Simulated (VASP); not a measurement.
A run of VASP 6.6.1:

Contents of INCAR:

```
SYSTEM = Ti
PREC = Accurate
ENCUT = 600
EDIFF = 1E-6
ISMEAR = -1
SIGMA = 0.1
LREAL = .FALSE.
LASPH = .TRUE.
NELM = 100
ALGO = Normal
ISIF = 3
LWAVE = .FALSE.
LCHARG = .FALSE.
GGA = PE
IBRION = 2
NSW = 32
EDIFFG = -0.005
PSTRESS = 380.0
```

KPOINTS

```
regular mesh
0
G
  9 9 12
  0 0 0
```

POSCAR

```
Ti
1.0
    4.2319258032      0.0000000000      0.0000000000
   -2.1159629016      3.6649552525      0.0000000000
    0.0000000000      0.0000000000      2.6407597425
Ti
3
Direct
    0.0000000000      0.0000000000      0.0000000000
    0.3333333333      0.6666666667      0.5000000000
    0.6666666667      0.3333333333      0.5000000000
```

Potentials or basis: VASP PAW PBE potentials, release 64 (Ti_sv).

The run is started by

```console
$ cat potpaw_PBE.64/Ti_sv/POTCAR > POTCAR
$ mpirun -np 1 vasp_std > vasp.out
```

Hardware: 1 thread of Intel(R) Xeon(R) Platinum 8259CL CPU @ 2.50GHz (Skylake/Cascade Lake), on a shared host.

Estimate the wall time of this run.

Wall time 3.4 min on 1 thread of Intel(R) Xeon(R) Platinum 8259CL CPU @ 2.50GHz (Skylake/Cascade Lake) (shared host), peak memory 0.23 GiB. Counts: scf iterations 37, k points 84, ion steps 3.
